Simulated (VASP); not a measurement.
# Cr (Pm-3m) in VASP: further runs, part 2 of 2

VASP 6.6.1.

## (3) Single point, RPBE (volume scaled by 0.92)

Input file INCAR:

```
ALGO     = Normal         # electronic algorithm
EDIFF    = 1E-7           # SCF threshold, eV
ENCUT    = 520            # plane-wave cutoff, eV
GGA      = RP             # functional
ISIF     = 2              # what is computed and relaxed
ISMEAR   = -1             # smearing method
LASPH    = T              # aspherical terms in the spheres
LCHARG   = F              # write CHGCAR
LREAL    = F              # projectors in reciprocal space
LWAVE    = F              # write WAVECAR
NBANDS   = 12             # bands
NELM     = 60             # most SCF steps
PREC     = Accurate       # precision mode
SIGMA    = 0.1            # smearing width, eV
```

Input file KPOINTS:

```
k-points
0
Gamma
  15 15 15
```

Input file POSCAR:

```
Cr
1.0
    2.2929597910      0.0000000000      0.0000000000
    0.0000000000      2.2929597910      0.0000000000
    0.0000000000      0.0000000000      2.2929597910
Cr
1
Direct
    0.0000000000      0.0000000000      0.0000000000
```

Potentials or basis: VASP PAW PBE potentials, release 64 (Cr_pv).

The run is started by

```console
> cat potpaw_PBE.64/Cr_pv/POTCAR > POTCAR
> mpirun -np 1 vasp_std > vasp.out
```

OUTCAR:

```text
EDIFF = 1E-7
   ENCUT = 520
   GGA = RP
   ISIF = 2
   ISMEAR = -1
   LASPH = T
   LREAL = F
   NELM = 60
   PREC = Accurate

 ion  position               nearest neighbor table
   1  0.000  0.000  0.000-

  LATTYP: Found a simple cubic cell.
 ALAT       =     2.2929597910

  Lattice vectors:

 A1 = (   2.2929597910,   0.0000000000,   0.0000000000)
 A2 = (   0.0000000000,   2.2929597910,   0.0000000000)
 A3 = (   0.0000000000,   0.0000000000,   2.2929597910)

Analysis of symmetry for initial positions (statically):
=====================================================================
 Subroutine PRICEL returns:
 Original cell was already a primitive cell.

 Routine SETGRP: Setting up the symmetry group for a
 simple cubic supercell.

 Subroutine GETGRP returns: Found 48 space group operations
 (whereof 48 operations were pure point group operations)
 out of a pool of 48 trial point group operations.

The static configuration has the point symmetry O_h .

Analysis of symmetry for dynamics (positions and initial velocities):
=====================================================================
 Subroutine PRICEL returns:
 Original cell was already a primitive cell.

 Routine SETGRP: Setting up the symmetry group for a
 simple cubic supercell.

 Subroutine GETGRP returns: Found 48 space group operations
 (whereof 48 operations were pure point group operations)
 out of a pool of 48 trial point group operations.

The dynamic configuration has the point symmetry O_h .

 Subroutine INISYM returns: Found 48 space group operations
 (whereof 48 operations are pure point group operations),
 and found     1 'primitive' translations

----------------------------------------------------------------------------------------

                                     Primitive cell

  volume of cell :      12.0556

  direct lattice vectors                    reciprocal lattice vectors
[... 107 lines left out ...]
  Fermi-wavevector in a.u.,A,eV,Ry     =   1.634577  3.088903 36.352632  2.671843
  Thomas-Fermi vector in A             =   2.726193
   LORBIT       =      0    0 simple, 1 ext, 2 COOP (PROOUT), +10 PAW based schemes
   GGA     = RP    functional components
   LHFCALC =     F    Hartree Fock is set to
   AEXX    =    0.0000 exact exchange contribution
   IVDW    =     0    specifies the selected vdW correction
   LEPSILON=     F    determine dielectric tensor
   LRPA    =     F    only Hartree local field effects (RPA)
 non-spin polarized calculation
  energy-cutoff  :      520.00
  volume of cell :       12.06
 maximum number of plane-waves:       341
 NGX is ok and might be reduce to    18
   NGX =  9   NGY =  9   NGZ =  9

 number of electron      11.9999988 magnetization

 Free energy of the ion-electron system (eV)
  ---------------------------------------------------
  ext. energy  EPLUGINS =         0.00000000
  ---------------------------------------------------
  free energy    TOTEN  =        -7.94012519 eV

  energy without entropy =       -7.89128246  energy(sigma->0) =       -7.91570383

 E-fermi :  10.5766     XC(G=0): -13.1787

 val. band max:       10.5690812589   @ k =   0.4667   0.3333   0.2000
 cond. band min:      10.5778910946   @ k =   0.3333   0.3333   0.2000
 fundamental gap:      0.0088098357
 Fermi energy:        10.5766178979

 k-point     1 :       0.0000    0.0000    0.0000
  band No.  band energies     occupation
      1     -31.9275      2.00000
      2     -31.9275      2.00000
      3     -31.9275      2.00000
      4       3.0040      2.00000
      5       7.1518      2.00000
      6       7.1518      2.00000
      7      13.2655      0.00000
      8      13.2655      0.00000
      9      13.2655      0.00000
     10      18.2170      0.00000
     11      30.9718      0.00000
     12      30.9718      0.00000
[... 331 lines left out ...]
 k-point    24 :       0.3333    0.2000    0.0000
  band No.  band energies     occupation
      1     -32.7971      2.00000
      2     -32.2593      2.00000
      3     -31.8093      2.00000
      4       6.6072      2.00000
      5       8.2100      2.00000
      6       9.5623      1.99992
      7      11.7427      0.00002
      8      11.9094      0.00000
      9      12.6947      0.00000
     10      18.2142      0.00000
     11      21.3513      0.00000
     12      27.9899      0.00000

 [... further k-points ...]
[... 5 lines left out ...]
  --------------------------------------------------------------------------------------
  -------------------------------------------------------------------------------------
  Total        1.3689295      1.3689295      1.3689295      0.0000000     -0.0000000      0.0000000
  in kB      181.9291702    181.9291702    181.9291702      0.0000000     -0.0000000      0.0000000
  external PRESSURE =     181.9291702 kB  Pullay stress =       0.0000000 kB

 VOLUME and BASIS-vectors are now :
 -----------------------------------------------------------------------------
  energy-cutoff  :      520.00
  volume of cell :       12.06
      direct lattice vectors                 reciprocal lattice vectors
     2.292959791  0.000000000  0.000000000     0.436117547  0.000000000  0.000000000
     0.000000000  2.292959791  0.000000000     0.000000000  0.436117547  0.000000000
     0.000000000  0.000000000  2.292959791     0.000000000  0.000000000  0.436117547

 POSITION                                       TOTAL-FORCE (eV/Angst)
 -----------------------------------------------------------------------------------
      0.00000      0.00000      0.00000         0.000000      0.000000      0.000000
 -----------------------------------------------------------------------------------
    total drift:                               -0.000000      0.000000      0.000000

  FREE ENERGIE OF THE ION-ELECTRON SYSTEM (eV)
  ---------------------------------------------------
  free  energy   TOTEN  =        -7.9401251939 eV

  energy  without entropy=       -7.8912824634  energy(sigma->0) =       -7.91570383
```

Wall time 6.1 s (1 thread of Intel Xeon 6975P-C (Granite Rapids), shared host); peak memory 0.13 GiB.

What came out:

```
Free energy            : -7.9401 eV
Pressure               : 18.2 GPa
Band gap on the k mesh : zero (band 6 reaches 11.68 eV, above the bottom of band 7 at 9.81 eV)
```

Levels at points of the mesh, in eV from the Fermi level:
```csv
k point,band 3,band 4,band 5,band 6,band 7,band 8,band 9,band 10
"(0.00, 0.00, 0.00)",-42.50,-7.57,-3.42,-3.42,2.69,2.69,2.69,7.64
```

Caveat: the PAW data sets were made with another functional, which shifts forces and pressure a little; the run has no spin polarisation, though such a crystal can be magnetic. Spin polarisation is off, so any magnetic state and its effect on volume and gap are missing.

## (4) Single point, RPBE (volume scaled by 0.96)

Input file INCAR:

```
SYSTEM = Cr
ALGO = Normal
EDIFF = 1E-7
ENCUT = 520
GGA = RP
ISIF = 2
ISMEAR = -1
LASPH = .TRUE.
LCHARG = .FALSE.
LREAL = .FALSE.
LWAVE = .FALSE.
NBANDS = 12
NELM = 100
PREC = Accurate
SIGMA = 0.1
```

Input file KPOINTS:

```
k-points
0
G
  15 15 15
  0 0 0
```

Input file POSCAR:

```
Cr
1.0
    2.3257207856      0.0000000000      0.0000000000
    0.0000000000      2.3257207856      0.0000000000
    0.0000000000      0.0000000000      2.3257207856
Cr
1
Direct
    0.0000000000      0.0000000000      0.0000000000
```

Potentials or basis: VASP PAW PBE potentials, release 64 (Cr_pv).

The run is started by

```console
> cat potpaw_PBE.64/Cr_pv/POTCAR > POTCAR
> mpirun -np 1 vasp_std > vasp.out
```

OUTCAR:

```text
SYSTEM = Cr
   EDIFF = 1E-7
   ENCUT = 520
   GGA = RP
   ISIF = 2
   ISMEAR = -1
   LASPH = .TRUE.
   LREAL = .FALSE.
   NELM = 100
   PREC = Accurate

 ion  position               nearest neighbor table
   1  0.000  0.000  0.000-

  LATTYP: Found a simple cubic cell.
 ALAT       =     2.3257207856

  Lattice vectors:

 A1 = (   2.3257207856,   0.0000000000,   0.0000000000)
 A2 = (   0.0000000000,   2.3257207856,   0.0000000000)
 A3 = (   0.0000000000,   0.0000000000,   2.3257207856)

[... 529 lines left out ...]
      4       6.1307      2.00000
      5       7.7533      2.00000
      6       9.0165      1.99989
      7      11.1129      0.00003
      8      11.2425      0.00001
      9      12.0059      0.00000
     10      17.6013      0.00000
     11      20.3574      0.00000
     12      26.8964      0.00000

 [... further k-points ...]
[... 5 lines left out ...]
  --------------------------------------------------------------------------------------
  -------------------------------------------------------------------------------------
  Total        0.6632571      0.6632571      0.6632571     -0.0000000      0.0000000      0.0000000
  in kB       84.4733646     84.4733646     84.4733646     -0.0000000      0.0000000      0.0000000
  external PRESSURE =      84.4733646 kB  Pullay stress =       0.0000000 kB

 VOLUME and BASIS-vectors are now :
 -----------------------------------------------------------------------------
  energy-cutoff  :      520.00
  volume of cell :       12.58
      direct lattice vectors                 reciprocal lattice vectors
     2.325720786  0.000000000  0.000000000     0.429974228  0.000000000  0.000000000
     0.000000000  2.325720786  0.000000000     0.000000000  0.429974228  0.000000000
     0.000000000  0.000000000  2.325720786     0.000000000  0.000000000  0.429974228

 POSITION                                       TOTAL-FORCE (eV/Angst)
 -----------------------------------------------------------------------------------
      0.00000      0.00000      0.00000         0.000000      0.000000      0.000000
 -----------------------------------------------------------------------------------
    total drift:                                0.000000      0.000000      0.000000

  FREE ENERGIE OF THE ION-ELECTRON SYSTEM (eV)
  ---------------------------------------------------
  free  energy   TOTEN  =        -7.9834365039 eV

  energy  without entropy=       -7.9332953675  energy(sigma->0) =       -7.95836594
```

OSZICAR:

```text
N       E                     dE             d eps       ncg     rms          rms(c)
DAV:   1     0.848705604732E+02    0.84871E+02   -0.71871E+03  2892   0.118E+03
DAV:   2    -0.763125055710E+01   -0.92502E+02   -0.88854E+02  2928   0.296E+02
DAV:   3    -0.896242693631E+01   -0.13312E+01   -0.13236E+01  3120   0.433E+01
DAV:   4    -0.897021217577E+01   -0.77852E-02   -0.77851E-02  3168   0.331E+00
DAV:   5    -0.897032085758E+01   -0.10868E-03   -0.10868E-03  3136   0.360E-01    0.103E+01
DAV:   6    -0.799143328946E+01    0.97889E+00   -0.32663E+00  3012   0.274E+01    0.162E+00
DAV:   7    -0.798539158952E+01    0.60417E-02   -0.41441E-02  2952   0.288E+00    0.100E+00
DAV:   8    -0.798350833852E+01    0.18833E-02   -0.42670E-03  3156   0.736E-01    0.111E-01
DAV:   9    -0.798346116396E+01    0.47175E-04   -0.36376E-04  2988   0.264E-01    0.382E-02
DAV:  10    -0.798343759198E+01    0.23572E-04   -0.21811E-05  3192   0.751E-02    0.288E-03
DAV:  11    -0.798343633477E+01    0.12572E-05   -0.18382E-07  2704   0.551E-03    0.118E-03
DAV:  12    -0.798343649571E+01   -0.16094E-06   -0.24415E-08  1640   0.195E-03    0.116E-04
DAV:  13    -0.798343650388E+01   -0.81704E-08   -0.12718E-09  1516   0.490E-04
   1 F= -.79834365E+01 E0= -.79583659E+01  d E =-.501411E-01
```

stdout:

```text
POSCAR found type information on POSCAR Cr
 POSCAR found :  1 types and       1 ions
 scaLAPACK will be used
 -----------------------------------------------------------------------------
|                                                                             |
|                                                                             |
|     You enforced a specific xc type in the INCAR file but a different       |
|     I HOPE YOU KNOW WHAT YOU ARE DOING!                                     |
|                                                                             |
 -----------------------------------------------------------------------------

 LDA part: xc-table for (Slater+PW92), standard interpolation
 POSCAR, INCAR and KPOINTS ok, starting setup
 FFT: planning ... GRIDC
 FFT: planning ... GRID_SOFT
 FFT: planning ... GRID
 WAVECAR not read
 entering main loop
```

Wall time 8.8 s (1 thread of Intel Xeon 6975P-C (Granite Rapids), shared host); peak memory 0.13 GiB.

Results:

```yaml
Free_energy: -7.9834 eV
Pressure: 8.4 GPa
Band_gap_on_the_k_mesh: zero (band 6 reaches 11.05 eV, above the bottom of band 7 at 9.29 eV)
```

Caveat: the PAW data sets were made with another functional, which shifts forces and pressure a little; the run has no spin polarisation, though such a crystal can be magnetic. Spin polarisation is off, so any magnetic state and its effect on volume and gap are missing.

## (5) Summary

```csv
cell,gap on the mesh (eV),pressure (GPa)
"a = 2.259 Å, 1 atom",none,30.2
"a = 2.293 Å, 1 atom",none,18.2
"a = 2.326 Å, 1 atom",none,8.4
```

Alike in all rows: task single point; level RPBE; potentials or basis VASP PAW PBE potentials, release 64 (Cr_pv); no spin polarisation; k mesh 15 × 15 × 15; cutoff (eV) 520; smearing fermi-dirac 0.1 eV.

Caveats: the PAW data sets were made with another functional, which shifts forces and pressure a little; the run has no spin polarisation, though such a crystal can be magnetic.

Total energies depend on the potentials used, so only differences within one code and one set of settings carry meaning.
